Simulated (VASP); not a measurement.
# Sn (I4_1/amd) in VASP: notebook

Aim: see how the results for Sn move with the level of theory and the settings. Levels: PBE, revPBE+D3(BJ), PBE+D3(BJ), LDA. Tasks: relaxation of cell and atoms, single point.

Everything below comes from runs of VASP 6.6.1. Logs are shortened: lines on timing, memory, paths and dates and some standing lists are left out, and cuts for length are marked.

## 1. The cell of the first run

The structure is tetragonal, space group I4_1/amd (No. 141). The conventional cell has a = 5.880 Å, b = 5.880 Å, c = 3.199 Å, α = 90.00°, β = 90.00°, γ = 90.00°. Sn (site symmetry -4m2) has 10 Sn at 3.05 to 3.79 Å within 4.0 Å.

## 2. Relaxation of cell and atoms, PBE

File INCAR:

```
ALGO     = Normal         # electronic algorithm
EDIFF    = 1E-6           # SCF threshold, eV
EDIFFG   = -0.02          # ionic threshold
ENCUT    = 600            # plane-wave cutoff, eV
GGA      = PE             # functional
IBRION   = 2              # ionic algorithm
ISIF     = 3              # what is computed and relaxed
ISMEAR   = -1             # smearing method
LASPH    = T              # aspherical terms in the spheres
LCHARG   = F              # write CHGCAR
LREAL    = F              # projectors in reciprocal space
LWAVE    = F              # write WAVECAR
NELM     = 60             # most SCF steps
NSW      = 80             # ionic steps
PREC     = Accurate       # precision mode
SIGMA    = 0.05           # smearing width, eV
```

File KPOINTS:

```
k-points
0
Gamma
  9 9 9
```

File POSCAR:

```
Sn
1.0
   -2.9401404553      2.9401404553      1.5993019889
    2.9401404553     -2.9401404553      1.5993019889
    2.9401404553      2.9401404553     -1.5993019889
Sn
2
Direct
    0.0000000000      0.0000000000      0.0000000000
    0.7500000000      0.2500000000      0.5000000000
```

Potentials or basis: VASP PAW PBE potentials, release 64 (Sn_d).

Launch:

```console
cat potpaw_PBE.64/Sn_d/POTCAR > POTCAR
mpirun -np 1 vasp_std > vasp.out
```

OUTCAR:

```text
EDIFF = 1E-6
   EDIFFG = -0.02
   ENCUT = 600
   GGA = PE
   IBRION = 2
   ISIF = 3
   ISMEAR = -1
   LASPH = T
   LREAL = F
   NELM = 60
   NSW = 80
   PREC = Accurate

 ion  position               nearest neighbor table
   1  0.000  0.000  0.000-   2 3.05   2 3.05   2 3.05   2 3.05
   2  0.750  0.250  0.500-   1 3.05   1 3.05   1 3.05   1 3.05

  LATTYP: Found a body centered tetragonal cell.
 ALAT       =     5.8802809106
 C/A-ratio  =     0.5439542815

  Lattice vectors:

 A1 = (  -2.9401404553,   2.9401404553,   1.5993019889)
 A2 = (   2.9401404553,  -2.9401404553,   1.5993019889)
 A3 = (   2.9401404553,   2.9401404553,  -1.5993019889)

Analysis of symmetry for initial positions (statically):
=====================================================================
 Subroutine PRICEL returns:
 Original cell was already a primitive cell.

 Routine SETGRP: Setting up the symmetry group for a
 body centered tetragonal supercell.

 Subroutine GETGRP returns: Found 16 space group operations
 (whereof  8 operations were pure point group operations)
 out of a pool of 16 trial point group operations.

The static configuration has the point symmetry D_2d.
 The point group associated with its full space group is D_4h.

Analysis of symmetry for dynamics (positions and initial velocities):
=====================================================================
 Subroutine PRICEL returns:
 Original cell was already a primitive cell.

 Routine SETGRP: Setting up the symmetry group for a
 body centered tetragonal supercell.

 Subroutine GETGRP returns: Found 16 space group operations
 (whereof  8 operations were pure point group operations)
 out of a pool of 16 trial point group operations.

The dynamic configuration has the point symmetry D_2d.
 The point group associated with its full space group is D_4h.

 Subroutine INISYM returns: Found 16 space group operations
 (whereof  8 operations are pure point group operations),
 and found     1 'primitive' translations

----------------------------------------------------------------------------------------

                                     Primitive cell

  volume of cell :      55.3002

  direct lattice vectors                    reciprocal lattice vectors
    -2.940140455  2.940140455  1.599301989     0.000000000  0.170059903  0.312636390
     2.940140455 -2.940140455  1.599301989     0.170059903  0.000000000  0.312636390
     2.940140455  2.940140455 -1.599301989     0.170059903  0.170059903  0.000000000

  length of vectors
     4.454954393  4.454954393  4.454954393     0.355895888  0.355895888  0.240501021

  position of ions in fractional coordinates (direct lattice)
     0.000000000  0.000000000  0.000000000
     0.750000000  0.250000000  0.500000000

  ion indices of the primitive-cell ions
   primitive index   ion index
                 1           1
                 2           2

----------------------------------------------------------------------------------------

 KPOINTS: k-points

Automatic generation of k-mesh.
 Grid dimensions read from file:
 generate k-points for:    9    9    9

 Generating k-lattice:

  Cartesian coordinates                     Fractional coordinates (reciprocal lattice)
     0.000000000  0.018895545  0.034737377     0.111111111 -0.000000000  0.000000000
     0.018895545  0.000000000  0.034737377    -0.000000000  0.111111111  0.000000000
     0.018895545  0.018895545  0.000000000     0.000000000  0.000000000  0.111111111

  Length of vectors
     0.039543988  0.039543988  0.026722336

  Shift w.r.t. Gamma in fractional coordinates (k-lattice)
     0.000000000  0.000000000  0.000000000

 Subroutine IBZKPT returns following result:
 ===========================================

 Found     75 irreducible k-points:

 Following reciprocal coordinates:
            Coordinates               Weight
  0.000000  0.000000  0.000000      1.000000
  0.111111 -0.000000  0.000000      8.000000
  0.222222 -0.000000  0.000000      8.000000
  0.333333 -0.000000  0.000000      8.000000
  0.444444 -0.000000  0.000000      8.000000
  0.111111  0.111111  0.000000      8.000000
[... 16 lines left out ...]
 -0.333333  0.333333  0.000000      4.000000
  0.444444  0.444444 -0.000000      8.000000
 [... further k-points ...]
   k-points           NKPTS =     75   k-points in BZ     NKDIM =     75   number of bands    NBANDS=     18
   number of dos      NEDOS =    301   number of ions     NIONS =      2
   total plane-waves  NPLWV =  46656
   dimension x,y,z NGX =    36 NGY =   36 NGZ =   36
   dimension x,y,z NGXF=    72 NGYF=   72 NGZF=   72
   ions per type =               2
   NGX,Y,Z   is equivalent  to a cutoff of  13.43, 13.43, 13.43 a.u.
   NGXF,Y,Z  is equivalent  to a cutoff of  26.87, 26.87, 26.87 a.u.
 SYSTEM =  unknown system
   PREC   = accura    normal or accurate (medium, high low for compatibility)
   ISTART =      0    job   : 0-new  1-cont  2-samecut
   ICHARG =      2    charge: 1-file 2-atom 10-const
   ISPIN  =      1    spin polarized calculation?
   LNONCOLLINEAR =      F non collinear calculations
   LSORBIT =      F    spin-orbit coupling
   LASPH  =      T    aspherical Exc in radial PAW
   ENCUT  =  600.0 eV  44.10 Ry    6.64 a.u.   8.90  8.90  8.90*2*pi/ulx,y,z
   NELM   =     60;   NELMIN=  2; NELMDL= -5     # of ELM steps
   EDIFF  = 0.1E-05   stopping-criterion for ELM
   LREAL  =      F    real-space projection
   EDIFFG = -.2E-01   stopping-criterion for IOM
   NSW    =     80    number of steps for IOM
   IBRION =      2    ionic relax: 0-MD 1-quasi-New 2-CG
   NFREE  =      1    steps in history (QN), initial steepest desc. (CG)
   ISIF   =      3    stress and relaxation
   ISYM   =      2    0-nonsym 1-usesym 2-fastsym
   POTIM  = 0.5000    time-step for ionic-motion
   TEBEG  =    0.0;   TEEND  =   0.0 temperature during run
   PSTRESS=    0.0 pullay stress
   NELECT =      28.0000    total number of electrons
   NUPDOWN=      -1.0000    fix difference up-down
   EMIN   =  10.00;   EMAX   =-10.00  energy-range for DOS
   EFERMI =   0.00;   METHOD = LEGACY
   ISMEAR =    -1;   SIGMA  =   0.05  broadening in eV -4-tet -1-fermi 0-gaus
   EFERMI_NEDOS =   21; number of points for ismear=-14 and -15
   IALGO  =     38    algorithm
   IMIX   =      4    mixing-type and parameters
     AMIX     =   0.40;   BMIX     =  1.00
     AMIX_MAG =   1.60;   BMIX_MAG =  1.00
  volume/ion in A,a.u.               =      27.65       186.59
  Fermi-wavevector in a.u.,A,eV,Ry     =   1.304824  2.465760 23.164816  1.702566
  Thomas-Fermi vector in A             =   2.435734
   LORBIT       =      0    0 simple, 1 ext, 2 COOP (PROOUT), +10 PAW based schemes
   GGA     = PE    functional components
   LHFCALC =     F    Hartree Fock is set to
   AEXX    =    0.0000 exact exchange contribution
   IVDW    =     0    specifies the selected vdW correction
   LEPSILON=     F    determine dielectric tensor
   LRPA    =     F    only Hartree local field effects (RPA)
 conjugate gradient relaxation of ions
 non-spin polarized calculation
  energy-cutoff  :      600.00
  volume of cell :       55.30
 maximum number of plane-waves:      1880
   NGX = 17   NGY = 17   NGZ = 17

--------------------------------------- Ionic step        1  -------------------------------------------

 number of electron      27.9999989 magnetization

 Free energy of the ion-electron system (eV)
  ---------------------------------------------------
  ext. energy  EPLUGINS =         0.00000000
  ---------------------------------------------------
  free energy    TOTEN  =        -7.60130720 eV

  energy without entropy =       -7.59383610  energy(sigma->0) =       -7.59757165

------------------------ aborting loop because EDIFF is reached ----------------------------------------

  FORCE on cell =-STRESS in cart. coord.  units (eV):
  Direction    XX          YY          ZZ          XY          YZ          ZX
  --------------------------------------------------------------------------------------
  -------------------------------------------------------------------------------------
  Total        0.5251461      0.5251461      0.3768692      0.0000000      0.0000000      0.0000000
  in kB       15.2147250     15.2147250     10.9187932      0.0000000      0.0000000      0.0000000
  external PRESSURE =      13.7827478 kB  Pullay stress =       0.0000000 kB

 VOLUME and BASIS-vectors are now :
 -----------------------------------------------------------------------------
  energy-cutoff  :      600.00
  volume of cell :       55.30
      direct lattice vectors                 reciprocal lattice vectors
    -2.940140455  2.940140455  1.599301989     0.000000000  0.170059903  0.312636390
     2.940140455 -2.940140455  1.599301989     0.170059903  0.000000000  0.312636390
     2.940140455  2.940140455 -1.599301989     0.170059903  0.170059903  0.000000000
[... 37 lines left out ...]
 POSITION                                       TOTAL-FORCE (eV/Angst)
 -----------------------------------------------------------------------------------
      0.00000      5.95477      0.00000        -0.000000      0.000000      0.000000
      0.00000      2.97738      0.80692         0.000000     -0.000000     -0.000000
 -----------------------------------------------------------------------------------
    total drift:                                0.000000      0.000000     -0.000000

  FREE ENERGIE OF THE ION-ELECTRON SYSTEM (eV)
  ---------------------------------------------------
  free  energy   TOTEN  =        -7.6075210773 eV

  energy  without entropy=       -7.6000876116  energy(sigma->0) =       -7.60380434

--------------------------------------- Ionic step        3  -------------------------------------------

 number of electron      27.9999991 magnetization

 Free energy of the ion-electron system (eV)
  ---------------------------------------------------
  ext. energy  EPLUGINS =         0.00000000
  ---------------------------------------------------
  free energy    TOTEN  =        -7.60793859 eV

  energy without entropy =       -7.60049894  energy(sigma->0) =       -7.60421876

 E-fermi :   7.4281     XC(G=0): -10.0904

 val. band max:        7.4204240887   @ k =   0.4444   0.3333   0.0000
 cond. band min:       7.4815853370   @ k =   0.4444   0.4444  -0.0000
 fundamental gap:      0.0611612483
 Fermi energy:         7.4280516456

 k-point     1 :       0.0000    0.0000    0.0000
  band No.  band energies     occupation
      1     -14.1745      2.00000
      2     -14.1089      2.00000
      3     -14.0625      2.00000
      4     -14.0596      2.00000
      5     -13.9267      2.00000
      6     -13.9267      2.00000
[... 10 lines left out ...]
     17      13.3818      0.00000
     18      14.0196      0.00000
[... 463 lines left out ...]
 k-point    24 :       0.4444    0.4444   -0.0000
  band No.  band energies     occupation
      1     -14.0910      2.00000
      2     -14.0903      2.00000
      3     -14.0344      2.00000
      4     -14.0326      2.00000
      5     -13.9509      2.00000
      6     -13.9448      2.00000
[... 10 lines left out ...]
     17      11.2271      0.00000
     18      12.0576      0.00000

 [... further k-points ...]

------------------------ aborting loop because EDIFF is reached ----------------------------------------

  FORCE on cell =-STRESS in cart. coord.  units (eV):
  Direction    XX          YY          ZZ          XY          YZ          ZX
  --------------------------------------------------------------------------------------
  -------------------------------------------------------------------------------------
  Total        0.0209895      0.0209895     -0.0206916      0.0000000      0.0000000      0.0000000
  in kB        0.5917564      0.5917564     -0.5833575      0.0000000      0.0000000      0.0000000
  external PRESSURE =       0.2000517 kB  Pullay stress =       0.0000000 kB

 VOLUME and BASIS-vectors are now :
 -----------------------------------------------------------------------------
  energy-cutoff  :      600.00
  volume of cell :       56.83
      direct lattice vectors                 reciprocal lattice vectors
    -2.969782359  2.969782359  1.610873205     0.000000000  0.168362506  0.310390662
     2.969782359 -2.969782359  1.610873205     0.168362506  0.000000000  0.310390662
     2.969782359  2.969782359 -1.610873205     0.168362506  0.168362506  0.000000000

 POSITION                                       TOTAL-FORCE (eV/Angst)
 -----------------------------------------------------------------------------------
      0.00000     -0.00000      0.00000        -0.000000     -0.000000      0.000000
      0.00000      2.96978      0.80544         0.000000      0.000000     -0.000000
 -----------------------------------------------------------------------------------
    total drift:                               -0.000000      0.000000     -0.000000

  FREE ENERGIE OF THE ION-ELECTRON SYSTEM (eV)
  ---------------------------------------------------
  free  energy   TOTEN  =        -7.6079385880 eV

  energy  without entropy=       -7.6004989354  energy(sigma->0) =       -7.60421876

 reached required accuracy - stopping structural energy minimisation
```

It took 2.3 min on 1 thread of Intel Xeon Platinum 8488C (Sapphire Rapids), shared host; peak memory 0.26 GiB.

What came out:

- Free energy: -7.6079 eV
- Relaxed volume: 28.41 Å³/atom
- Relaxed cell: a = 4.498 Å, b = 4.498 Å, c = 4.498 Å, α = 97.37°, β = 97.37°, γ = 138.03°
- Space group after relaxing (to 0.1 Å): I4_1/amd (No. 141)
- Energy gained by relaxing: 3.3 meV/atom
- Ionic steps: 3
- Pressure after relaxing: 0.0 GPa
- Band gap on the k mesh: zero (bands 14 and 15 overlap by 3.83 eV)

The path:
```
step  energy change (eV)  largest force (eV/Å)  pressure (GPa)  volume (Å³)
   1              0.0000                0.0000            1.38        55.30
   2             -0.0062                0.0000           -0.35        57.23
   3             -0.0066                0.0000            0.02        56.83
```

Final structure:
```
Sn
1.0
    -2.96978    2.96978    1.61087
     2.96978   -2.96978    1.61087
     2.96978    2.96978   -1.61087
Sn
2
Direct
  0.00000 0.00000 0.00000
  0.75000 0.25000 0.50000
```

Caveat: spin-orbit coupling is left out, which moves the levels of the heavy elements.

## 3. Relaxation of cell and atoms, revPBE+D3(BJ)

File INCAR:

```
ALGO     = Normal         # electronic algorithm
EDIFF    = 1E-6           # SCF threshold, eV
EDIFFG   = -0.01          # ionic threshold
ENCUT    = 600            # plane-wave cutoff, eV
GGA      = RE             # functional
IBRION   = 2              # ionic algorithm
ISIF     = 3              # what is computed and relaxed
ISMEAR   = -1             # smearing method
IVDW     = 12             # dispersion correction
LASPH    = T              # aspherical terms in the spheres
LCHARG   = F              # write CHGCAR
LREAL    = F              # projectors in reciprocal space
LWAVE    = F              # write WAVECAR
NELM     = 100            # most SCF steps
NSW      = 80             # ionic steps
PREC     = Accurate       # precision mode
SIGMA    = 0.05           # smearing width, eV
```

KPOINTS is that of step 2.

POSCAR is that of step 2.

Potentials or basis: VASP PAW PBE potentials, release 64 (Sn_d).

Launch:

```console
cat potpaw_PBE.64/Sn_d/POTCAR > POTCAR
mpirun -np 1 vasp_std > vasp.out
```

Wall time 5 min (1 thread of Intel Xeon Platinum 8488C (Sapphire Rapids), shared host); peak memory 0.27 GiB.

The run converged. Its results:

```yaml
Free_energy: -8.3910 eV
Relaxed_volume: 26.79 Å³/atom
Relaxed_cell: a = 4.415 Å, b = 4.415 Å, c = 4.415 Å, α = 97.31°, β = 97.31°, γ = 138.21°
Space_group_after_relaxing_to_0.1_Å: I4_1/amd (No. 141)
Energy_gained_by_relaxing: 4.5 meV/atom
Ionic_steps: 7
Pressure_after_relaxing: 0.0 GPa
Band_gap_on_the_k_mesh: zero (bands 14 and 15 overlap by 4.07 eV)
Dispersion_energy_per_atom: -0.729 eV
```

The path:
| step | energy change (eV) | largest force (eV/Å) | pressure (GPa) | volume (Å³) |
| --- | --- | --- | --- | --- |
| 1 | 0.0000 | 0.0000 | -1.60 | 55.30 |
| 2 | -0.0081 | 0.0000 | 0.55 | 53.12 |
| 3 | -0.0088 | 0.0000 | 0.01 | 53.60 |
| 4 | -0.0088 | 0.0000 | 0.06 | 53.57 |
| 5 | -0.0090 | 0.0000 | 0.05 | 53.57 |
| 6 | -0.0090 | 0.0000 | 0.03 | 53.58 |
| 7 | -0.0090 | 0.0000 | 0.03 | 53.58 |

Final structure:
```
CELL_PARAMETERS angstrom
-2.91657 2.91657 1.57458
2.91657 -2.91657 1.57458
2.91657 2.91657 -1.57458
ATOMIC_POSITIONS crystal
Sn 0.00000 0.00000 0.00000
Sn 0.75000 0.25000 0.50000
```

Levels at points of the mesh, in eV from the Fermi level:
```csv
k point,band 11,band 12,band 13,band 14,band 15,band 16,band 17,band 18
"(0.00, 0.00, 0.00)",-11.25,-3.68,-2.08,-2.08,2.87,6.21,6.21,7.07
```

Caveat: the PAW data sets were made with another functional, which shifts forces and pressure a little; spin-orbit coupling is left out, which moves the levels of the heavy elements.

## 4. Relaxation of cell and atoms, PBE+D3(BJ)

File INCAR:

```
  PREC = Accurate
  ENCUT = 600
  EDIFF = 1E-6
  ISMEAR = -1
  SIGMA = 0.05
  LREAL = F
  LASPH = T
  NELM = 100
  ALGO = Normal
  ISIF = 3
  LWAVE = F
  LCHARG = F
  GGA = PE
  IVDW = 12
  IBRION = 2
  NSW = 80
  EDIFFG = -0.005
```

File KPOINTS:

```
Automatic mesh
0
Gamma
  9 9 9
```

POSCAR is that of step 3.

Launch:

```console
cat potpaw_PBE.64/Sn_d/POTCAR > POTCAR
mpirun -np 1 vasp_std > vasp.out
```

It took 5.5 min on 1 thread of Intel Xeon Platinum 8488C (Sapphire Rapids), shared host; peak memory 0.27 GiB.

Results (log left out):

| Quantity | Value |
| --- | --- |
| Free energy | -8.3687 eV |
| Relaxed volume | 27.21 Å³/atom |
| Relaxed cell | a = 4.436 Å, b = 4.436 Å, c = 4.436 Å, α = 97.33°, β = 97.33°, γ = 138.14° |
| Space group after relaxing (to 0.1 Å) | I4_1/amd (No. 141) |
| Energy gained by relaxing | 1.3 meV/atom |
| Ionic steps | 8 |
| Pressure after relaxing | 0.0 GPa |
| Band gap on the k mesh | zero (bands 14 and 15 overlap by 4.00 eV) |
| Dispersion energy per atom | -0.389 eV |

Step by step:
| step | energy change (eV) | largest force (eV/Å) | pressure (GPa) | volume (Å³) |
| --- | --- | --- | --- | --- |
| 1 | 0.0000 | 0.0000 | -0.83 | 55.30 |
| 2 | -0.0023 | 0.0000 | 0.27 | 54.17 |
| 3 | -0.0024 | 0.0000 | 0.02 | 54.41 |
| 4 | -0.0024 | 0.0000 | 0.05 | 54.39 |
| 5 | -0.0025 | 0.0000 | 0.06 | 54.41 |
| 6 | -0.0025 | 0.0000 | 0.04 | 54.42 |
| 7 | -0.0025 | 0.0000 | 0.02 | 54.41 |
| 8 | -0.0025 | 0.0000 | 0.01 | 54.41 |

Final structure:
```cif
data_structure
_symmetry_space_group_name_H-M 'P 1'
_symmetry_Int_Tables_number 1
_cell_length_a 4.4361
_cell_length_b 4.4361
_cell_length_c 4.4361
_cell_angle_alpha 97.331
_cell_angle_beta 97.331
_cell_angle_gamma 138.143
_cell_volume 54.41
loop_
_atom_site_label
_atom_site_type_symbol
_atom_site_fract_x
_atom_site_fract_y
_atom_site_fract_z
_atom_site_occupancy
Sn1 Sn 0.00000 0.00000 0.00000 1
Sn2 Sn 0.75000 0.25000 0.50000 1
```

Levels at points of the mesh, in eV from the Fermi level:
| k point | band 10 | band 11 | band 12 | band 13 | band 14 | band 15 | band 16 | band 17 | band 18 |
| --- | --- | --- | --- | --- | --- | --- | --- | --- | --- |
| (0.00, 0.00, 0.00) | -21.18 | -11.13 | -3.73 | -2.02 | -2.02 | 2.94 | 6.14 | 6.14 | 6.92 |

Caveat: spin-orbit coupling is left out, which moves the levels of the heavy elements.

[end of part 1 of 2]
